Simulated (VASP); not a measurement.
Write the native input for VASP 6.6.1 that does the following.

| Quantity | Value |
| --- | --- |
| Task | single point |
| Functional | r2SCAN |
| Potentials or basis | VASP PAW PBE potentials, release 64 (Al, Ga_d, N_h) |
| Cutoff | 1460 eV |
| k mesh | 8 × 8 × 6 |
| Occupations | gaussian, width 0.05 eV |
| Spin | no spin polarisation |
| Dipole correction | no |
| Further INCAR settings | ALGO = Normal; EDIFF = 1e-06; NBANDS = 21 |

The system is AlGaN2.

```xyz
4
Lattice="3.0467 0.0000 0.0000 0.0000 3.0467 0.0000 0.0000 0.0000 4.5566" Properties=species:S:1:pos:R:3 pbc="T T T"
Al    1.5233    1.5233    2.2783
Ga    0.0000    0.0000    0.0000
N     1.5233    0.0000    3.3639
N     0.0000    1.5233    1.1926
```

This cell differs from its parent crystal: strain -0.030 along x and y, +0.030 along z.

The input as run:

POSCAR

```
AlGaN2
1.0
    3.0466507372      0.0000000000      0.0000000000
    0.0000000000      3.0466507372      0.0000000000
    0.0000000000      0.0000000000      4.5565530782
Al Ga N
1 1 2
Direct
    0.5000000000      0.5000000000      0.5000000000
    0.0000000000      0.0000000000      0.0000000000
    0.5000000000      0.0000000000      0.7382648100
    0.0000000000      0.5000000000      0.2617351900
```

INCAR.step1

```
SYSTEM = AlGaN2
PREC     = Accurate       ! precision mode
ENCUT    = 1460           ! plane-wave cutoff, eV
ISMEAR   = 0              ! smearing method
SIGMA    = 0.05           ! smearing width, eV
LREAL    = .FALSE.        ! projectors in reciprocal space
LASPH    = .TRUE.         ! aspherical terms in the spheres
NELM     = 120            ! most SCF steps
NBANDS   = 21             ! bands
GGA      = PE             ! functional
ALGO     = Normal         ! electronic algorithm
EDIFF    = 1E-5           ! SCF threshold, eV
LWAVE    = .TRUE.         ! write WAVECAR
LCHARG   = .FALSE.        ! write CHGCAR
GGA_COMPAT= .FALSE.
```

INCAR.step2

```
SYSTEM = AlGaN2
PREC     = Accurate       ! precision mode
ENCUT    = 1460           ! plane-wave cutoff, eV
EDIFF    = 1E-6           ! SCF threshold, eV
ISMEAR   = 0              ! smearing method
SIGMA    = 0.05           ! smearing width, eV
LREAL    = .FALSE.        ! projectors in reciprocal space
LASPH    = .TRUE.         ! aspherical terms in the spheres
NELM     = 120            ! most SCF steps
ALGO     = Normal         ! electronic algorithm
ISIF     = 2              ! what is computed and relaxed
LWAVE    = .FALSE.        ! write WAVECAR
LCHARG   = .FALSE.        ! write CHGCAR
METAGGA  = R2SCAN         ! meta-GGA
LMIXTAU  = .TRUE.       
NBANDS   = 21             ! bands
ISTART   = 1            
GGA_COMPAT= .FALSE.
```

KPOINTS

```
Automatic mesh
0
G
  8 8 6
  0 0 0
```

Potentials or basis: VASP PAW PBE potentials, release 64 (Al, Ga_d, N_h).

Launch:

```console
$ cat potpaw_PBE.64/Al/POTCAR potpaw_PBE.64/Ga_d/POTCAR potpaw_PBE.64/N_h/POTCAR > POTCAR
$ cp INCAR.step1 INCAR
$ mpirun -np 1 vasp_std > vasp.out
$ cp INCAR.step2 INCAR
$ mpirun -np 1 vasp_std > vasp.out
```

Results of the run:

```
Pressure               : 6.5 GPa
Largest force          : 0.105 eV/Å
Band gap on the k mesh : 3.49 eV
```

Caveat: the cell differs from its parent crystal (strain -0.030 along x and y, +0.030 along z); the stress differs along the axes, from 0 to 10 GPa; the PAW data sets were made with another functional, which shifts forces and pressure a little.

It took 13 min on 1 thread of Intel(R) Xeon(R) Platinum 8259CL CPU @ 2.50GHz (Skylake/Cascade Lake), on a shared host, peak memory 0.52 GiB.
